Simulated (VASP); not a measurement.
Set up this calculation in VASP 6.6.1, as the native input.

```
Task                   : single point
Functional             : PBE
Potentials or basis    : VASP PAW PBE potentials, release 64 (Re)
Cutoff                 : 520 eV
k mesh                 : 17 × 17 × 17
Occupations            : fermi-dirac, width 0.1 eV
Spin                   : collinear spin
Starting moments       : [1.5] μB
Dipole correction      : no
Further INCAR settings : ALGO = Normal; EDIFF = 1e-06; NBANDS = 14
```

The structure of Re lies in POSCAR:

```
Re
1.0
    0.0000000000      1.9750000000      1.9750000000
    1.9750000000      0.0000000000      1.9750000000
    1.9750000000      1.9750000000      0.0000000000
Re
1
Direct
    0.0000000000      0.0000000000      0.0000000000
```

This isn't the form of Re at room conditions, which is hcp.

The input as run:

INCAR

```
SYSTEM = Re
PREC     = Accurate       ! precision mode
ENCUT    = 520            ! plane-wave cutoff, eV
EDIFF    = 1E-6           ! SCF threshold, eV
ISMEAR   = -1             ! smearing method
SIGMA    = 0.1            ! smearing width, eV
LREAL    = .FALSE.        ! projectors in reciprocal space
LASPH    = .TRUE.         ! aspherical terms in the spheres
NELM     = 150            ! most SCF steps
ALGO     = Normal         ! electronic algorithm
ISIF     = 2              ! what is computed and relaxed
LWAVE    = .FALSE.        ! write WAVECAR
LCHARG   = .TRUE.         ! write CHGCAR
ISPIN    = 2              ! spin polarisation
MAGMOM   = 1.5            ! initial moments
LORBIT   = 11             ! projections on sites
LMAXMIX  = 4              ! l up to which the mixer works
GGA      = PE             ! functional
LELF     = .TRUE.         ! ELF
LVHAR    = .TRUE.       
NBANDS   = 14             ! bands
```

KPOINTS

```
regular mesh
0
G
  17 17 17
  0 0 0
```

Potentials or basis: VASP PAW PBE potentials, release 64 (Re).

The run is started by

```console
$ cat potpaw_PBE.64/Re/POTCAR > POTCAR
$ mpirun -np 1 vasp_std > vasp.out
```

Results of the run:

The pressure is -9.7 GPa and the net moment is 0.00 μB per cell. The valence electrons inside the program's atomic spheres are Re 5.99.

Caveat: the cell stands under tension.

Run time: 110 s on 1 thread of AMD EPYC 9R14 (Zen 4) (shared host), peak memory 0.16 GiB.
